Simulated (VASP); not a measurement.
# Se (P3_121) in VASP: single point with PBE

Aim: the single point of Se with PBE.

Everything below comes from runs of VASP 6.6.1. Logs are shortened: lines on timing, memory, paths and dates and some standing lists are left out, and cuts for length are marked.

**1. The cell of the first run**

The structure is trigonal, space group P3_121 (No. 152). Conventional cell: a = 4.068 Å, b = 4.068 Å, c = 5.405 Å, α = 90.00°, β = 90.00°, γ = 120.00°. Within 3.4 Å of Se (site symmetry 2) lie 6 Se at 2.59 to 3.19 Å.

**2. Single point, PBE**

POSCAR

```
Se
1.0
    4.0678290000      0.0000000000      0.0000000000
   -2.0339140000      3.5228440000      0.0000000000
    0.0000000000      0.0000000000      5.4052100000
Se
3
Direct
    0.7364000000      0.0000000000      0.3333000000
    0.0000000000      0.7364000000      0.6666300000
    0.2636000000      0.2636000000      0.9999700000
```

INCAR.step1

```
SYSTEM = Se
PREC     = Accurate       ! precision mode
ENCUT    = 520            ! plane-wave cutoff, eV
EDIFF    = 1E-6           ! SCF threshold, eV
ISMEAR   = -1             ! smearing method
SIGMA    = 0.1            ! smearing width, eV
LREAL    = .FALSE.        ! projectors in reciprocal space
LASPH    = .TRUE.         ! aspherical terms in the spheres
NELM     = 100            ! most SCF steps
ALGO     = Normal         ! electronic algorithm
ISIF     = 2              ! what is computed and relaxed
LWAVE    = .FALSE.        ! write WAVECAR
LCHARG   = .TRUE.         ! write CHGCAR
GGA      = PE             ! functional
NBANDS   = 16             ! bands
```

KPOINTS.step1

```
regular mesh
0
G
  10 10 6
  0 0 0
```

INCAR.step2

```
SYSTEM = Se
PREC     = Accurate       ! precision mode
ENCUT    = 520            ! plane-wave cutoff, eV
EDIFF    = 1E-6           ! SCF threshold, eV
ISMEAR   = -5             ! smearing method
SIGMA    = 0.1            ! smearing width, eV
LREAL    = .FALSE.        ! projectors in reciprocal space
LASPH    = .TRUE.         ! aspherical terms in the spheres
NELM     = 100            ! most SCF steps
ALGO     = Normal         ! electronic algorithm
ISIF     = 2              ! what is computed and relaxed
LWAVE    = .FALSE.        ! write WAVECAR
LCHARG   = .FALSE.        ! write CHGCAR
GGA      = PE             ! functional
LORBIT   = 11             ! projections on sites
NBANDS   = 16             ! bands
NEDOS    = 2001           ! points of the DOS
ICHARG   = 11             ! starting density
```

KPOINTS.step2

```
regular mesh
0
G
  15 15 9
  0 0 0
```

Potentials or basis: VASP PAW PBE potentials, release 64 (Se).

Run with:

```sh
cat potpaw_PBE.64/Se/POTCAR > POTCAR
cp INCAR.step1 INCAR
cp KPOINTS.step1 KPOINTS
mpirun -np 1 vasp_std > vasp.out
cp INCAR.step2 INCAR
cp KPOINTS.step2 KPOINTS
mpirun -np 1 vasp_std > vasp.out
```

OUTCAR:

```text
SYSTEM = Se
   PREC = Accurate
   ENCUT = 520
   EDIFF = 1E-6
   ISMEAR = -5
   LREAL = .FALSE.
   LASPH = .TRUE.
   NELM = 100
   ISIF = 2
   GGA = PE
   LORBIT = 11
   ICHARG = 11

 ion  position               nearest neighbor table
   1  0.736  0.000  0.333-   2 2.59   3 2.59
   2  0.000  0.736  0.667-   1 2.59   3 2.59
   3  0.264  0.264  1.000-   1 2.59   2 2.59

  LATTYP: Found a hexagonal cell.
 ALAT       =     4.0678290000
 C/A-ratio  =     1.3287702113

  Lattice vectors:

 A1 = (   4.0678290000,   0.0000000000,   0.0000000000)
 A2 = (  -2.0339140000,   3.5228440000,   0.0000000000)
 A3 = (   0.0000000000,   0.0000000000,   5.4052100000)

Analysis of symmetry for initial positions (statically):
=====================================================================
 Subroutine PRICEL returns:
 Original cell was already a primitive cell.

 Routine SETGRP: Setting up the symmetry group for a
 hexagonal supercell.

 Subroutine GETGRP returns: Found  2 space group operations
 (whereof  1 operations were pure point group operations)
 out of a pool of 24 trial point group operations.

The static configuration has the point symmetry C_1 .
 The point group associated with its full space group is C_2 .

Analysis of symmetry for dynamics (positions and initial velocities):
=====================================================================
 Subroutine PRICEL returns:
 Original cell was already a primitive cell.

 Routine SETGRP: Setting up the symmetry group for a
 hexagonal supercell.

 Subroutine GETGRP returns: Found  2 space group operations
 (whereof  1 operations were pure point group operations)
 out of a pool of 24 trial point group operations.

The dynamic configuration has the point symmetry C_1 .
 The point group associated with its full space group is C_2 .

 Subroutine INISYM returns: Found  2 space group operations
 (whereof  1 operations are pure point group operations),
 and found     1 'primitive' translations

----------------------------------------------------------------------------------------

                                     Primitive cell

  volume of cell :      77.4584

  direct lattice vectors                    reciprocal lattice vectors
     4.067829000  0.000000000  0.000000000     0.245831376  0.141930746  0.000000000
    -2.033914000  3.522844000  0.000000000     0.000000000  0.283861562  0.000000000
     0.000000000  0.000000000  5.405210000     0.000000000  0.000000000  0.185006688

  length of vectors
     4.067829000  4.067829398  5.405210000     0.283861590  0.283861562  0.185006688

  position of ions in fractional coordinates (direct lattice)
     0.736400000  0.000000000  0.333300000
     0.000000000  0.736400000  0.666630000
     0.263600000  0.263600000  0.999970000

  ion indices of the primitive-cell ions
   primitive index   ion index
                 1           1
                 2           2
                 3           3

----------------------------------------------------------------------------------------

 KPOINTS: regular mesh

Automatic generation of k-mesh.
 Grid dimensions read from file:
 generate k-points for:   15   15    9

 Generating k-lattice:

  Cartesian coordinates                     Fractional coordinates (reciprocal lattice)
     0.016388758  0.009462050  0.000000000     0.066666667  0.000000000  0.000000000
     0.000000000  0.018924104  0.000000000     0.000000000  0.066666667  0.000000000
     0.000000000  0.000000000  0.020556299     0.000000000  0.000000000  0.111111111

  Length of vectors
     0.018924106  0.018924104  0.020556299

  Shift w.r.t. Gamma in fractional coordinates (k-lattice)
     0.000000000  0.000000000  0.000000000

 TETIRR: Found   6057 inequivalent tetrahedra from    12150

 Subroutine IBZKPT returns following result:
 ===========================================

 Found    544 irreducible k-points:

 Following reciprocal coordinates:
            Coordinates               Weight
  0.000000  0.000000  0.000000      1.000000
  0.066667  0.000000  0.000000      4.000000
  0.000000  0.066667  0.000000      2.000000
  0.133333  0.000000  0.000000      4.000000
  0.000000  0.133333  0.000000      2.000000
  0.200000  0.000000  0.000000      4.000000
[... 16 lines left out ...]
 -0.266667  0.200000  0.000000      4.000000
  0.266667  0.066667  0.000000      4.000000
 [... further k-points ...]
   k-points           NKPTS =    544   k-points in BZ     NKDIM =    544   number of bands    NBANDS=     16
   number of dos      NEDOS =   2001   number of ions     NIONS =      3
   total plane-waves  NPLWV =  36000
   dimension x,y,z NGX =    30 NGY =   30 NGZ =   40
   dimension x,y,z NGXF=    60 NGYF=   60 NGZF=   80
   ions per type =               3
   NGX,Y,Z   is equivalent  to a cutoff of  12.26, 12.26, 12.30 a.u.
   NGXF,Y,Z  is equivalent  to a cutoff of  24.52, 24.52, 24.61 a.u.
 SYSTEM =  Se
   PREC   = accura    normal or accurate (medium, high low for compatibility)
   ISTART =      0    job   : 0-new  1-cont  2-samecut
   ICHARG =     11    charge: 1-file 2-atom 10-const
   ISPIN  =      1    spin polarized calculation?
   LNONCOLLINEAR =      F non collinear calculations
   LSORBIT =      F    spin-orbit coupling
   LASPH  =      T    aspherical Exc in radial PAW
   ENCUT  =  520.0 eV  38.22 Ry    6.18 a.u.   7.56  7.56 10.05*2*pi/ulx,y,z
   NELM   =    100;   NELMIN=  2; NELMDL=  0     # of ELM steps
   EDIFF  = 0.1E-05   stopping-criterion for ELM
   LREAL  =      F    real-space projection
   EDIFFG = 0.1E-04   stopping-criterion for IOM
   NSW    =      0    number of steps for IOM
   IBRION =     -1    ionic relax: 0-MD 1-quasi-New 2-CG
   NFREE  =      0    steps in history (QN), initial steepest desc. (CG)
   ISIF   =      2    stress and relaxation
   ISYM   =      2    0-nonsym 1-usesym 2-fastsym
   POTIM  = 0.5000    time-step for ionic-motion
   TEBEG  =    0.0;   TEEND  =   0.0 temperature during run
   PSTRESS=    0.0 pullay stress
   NELECT =      18.0000    total number of electrons
   NUPDOWN=      -1.0000    fix difference up-down
   EMIN   =  10.00;   EMAX   =-10.00  energy-range for DOS
   EFERMI =   0.00;   METHOD = LEGACY
   ISMEAR =    -5;   SIGMA  =   0.10  broadening in eV -4-tet -1-fermi 0-gaus
   EFERMI_NEDOS =   21; number of points for ismear=-14 and -15
   IALGO  =     38    algorithm
   IMIX   =      4    mixing-type and parameters
     AMIX     =   0.40;   BMIX     =  1.00
     AMIX_MAG =   1.60;   BMIX_MAG =  1.00
  volume/ion in A,a.u.               =      25.82       174.24
  Fermi-wavevector in a.u.,A,eV,Ry     =   1.006490  1.901990 13.783001  1.013022
  Thomas-Fermi vector in A             =   2.139236
   LORBIT       =     11    0 simple, 1 ext, 2 COOP (PROOUT), +10 PAW based schemes
   GGA     = PE    functional components
   LHFCALC =     F    Hartree Fock is set to
   AEXX    =    0.0000 exact exchange contribution
   IVDW    =     0    specifies the selected vdW correction
   LEPSILON=     F    determine dielectric tensor
   LRPA    =     F    only Hartree local field effects (RPA)
 non-spin polarized calculation
 Fermi weights with tetrahedron method with Bloechl corrections
  energy-cutoff  :      520.00
  volume of cell :       77.46
 maximum number of plane-waves:      2110

 number of electron      17.9999998 magnetization

 Free energy of the ion-electron system (eV)
  ---------------------------------------------------
  ext. energy  EPLUGINS =         0.00000000
  ---------------------------------------------------
  free energy    TOTEN  =       -10.28774638 eV

  energy without entropy =      -10.28774638  energy(sigma->0) =      -10.28774638

 E-fermi :   3.1022     XC(G=0):  -9.2584

 val. band max:        3.0997031690   @ k =   0.3333   0.3333   0.4444
 cond. band min:       3.4705179117   @ k =   0.3333   0.3333   0.4444
 fundamental gap:      0.3708147427
 Fermi energy:         3.1021670065

 k-point     1 :       0.0000    0.0000    0.0000
  band No.  band energies     occupation
      1     -12.1183      2.00000
      2      -8.6962      2.00000
      3      -8.6962      2.00000
      4       0.0529      2.00000
      5       0.1134      2.00000
      6       0.1134      2.00000
[... 8 lines left out ...]
     15      10.0543      0.00000
     16      11.4190      0.00000

 k-point     2 :       0.0667    0.0000    0.0000
  band No.  band energies     occupation
      1     -12.0869      2.00000
      2      -8.7064      2.00000
      3      -8.6903      2.00000
      4      -0.2906      2.00000
      5      -0.0495      2.00000
      6       0.1747      2.00000
[... 8 lines left out ...]
     15      10.2858      0.00000
     16      11.3953      0.00000

 k-point     3 :       0.0000    0.0667    0.0000
  band No.  band energies     occupation
      1     -12.0869      2.00000
      2      -8.7065      2.00000
      3      -8.6902      2.00000
      4      -0.2905      2.00000
      5      -0.0495      2.00000
      6       0.1746      2.00000
[... 8 lines left out ...]
     15      10.2858      0.00000
     16      11.3866      0.00000
[... 362 lines left out ...]
 k-point    23 :      -0.2667    0.2000    0.0000
  band No.  band energies     occupation
      1     -11.7333      2.00000
      2      -8.8659      2.00000
      3      -8.6400      2.00000
      4      -1.4626      2.00000
      5      -0.9714      2.00000
      6      -0.0844      2.00000
[... 8 lines left out ...]
     15      11.6256      0.00000
     16      11.8419      0.00000

 k-point    24 :       0.2667    0.0667    0.0000
  band No.  band energies     occupation
      1     -11.5261      2.00000
      2      -9.0021      2.00000
      3      -8.6131      2.00000
      4      -1.7095      2.00000
      5      -1.1848      2.00000
      6      -0.2893      2.00000
[... 8 lines left out ...]
     15      12.2071      0.00000
     16      12.4080      0.00000

 [... further k-points ...]

------------------------ aborting loop because EDIFF is reached ----------------------------------------

  FORCE on cell =-STRESS in cart. coord.  units (eV):
  Direction    XX          YY          ZZ          XY          YZ          ZX
  --------------------------------------------------------------------------------------
  -------------------------------------------------------------------------------------
  Total       -1.2389028     -1.2389520     -2.9516134     -0.0000002     -0.0001055     -0.0000000
  in kB      -25.6259008    -25.6269195    -61.0522085     -0.0000036     -0.0021832     -0.0000000
  external PRESSURE =     -37.4350096 kB  Pullay stress =       0.0000000 kB

 VOLUME and BASIS-vectors are now :
 -----------------------------------------------------------------------------
  energy-cutoff  :      520.00
  volume of cell :       77.46
      direct lattice vectors                 reciprocal lattice vectors
     4.067829000  0.000000000  0.000000000     0.245831376  0.141930746  0.000000000
    -2.033914000  3.522844000  0.000000000     0.000000000  0.283861562  0.000000000
     0.000000000  0.000000000  5.405210000     0.000000000  0.000000000  0.185006688

 POSITION                                       TOTAL-FORCE (eV/Angst)
 -----------------------------------------------------------------------------------
      2.99555      0.00000      1.80156         0.719906      0.000000      0.000000
     -1.49777      2.59422      3.60328        -0.359953      0.623456      0.000122
      0.53614      0.92862      5.40505        -0.359953     -0.623456     -0.000122
 -----------------------------------------------------------------------------------
    total drift:                               -0.000025      0.000000      0.000000

  FREE ENERGIE OF THE ION-ELECTRON SYSTEM (eV)
  ---------------------------------------------------
  free  energy   TOTEN  =       -10.2877463784 eV

  energy  without entropy=      -10.2877463784  energy(sigma->0) =      -10.28774638

 total charge

# of ion       s       p       d       tot
------------------------------------------
    1        1.527   2.080   0.040   3.648
    2        1.527   2.080   0.040   3.648
    3        1.527   2.080   0.040   3.648
--------------------------------------------------
tot          4.580   6.241   0.121  10.943
```

Wall time 3.2 min (1 thread of Intel Xeon 6975P-C (Granite Rapids), shared host); peak memory 0.57 GiB.

What came out:

```
Valence electrons inside the program's atomic spheres : Se 3.65
```

Levels at points of the mesh, in eV from the valence-band top:
```tsv
k point	band 7	band 8	band 9	band 10	band 11	band 12
(0.00, 0.00, 0.00)	-1.55	-1.55	-0.60	1.15	1.15	1.90
```
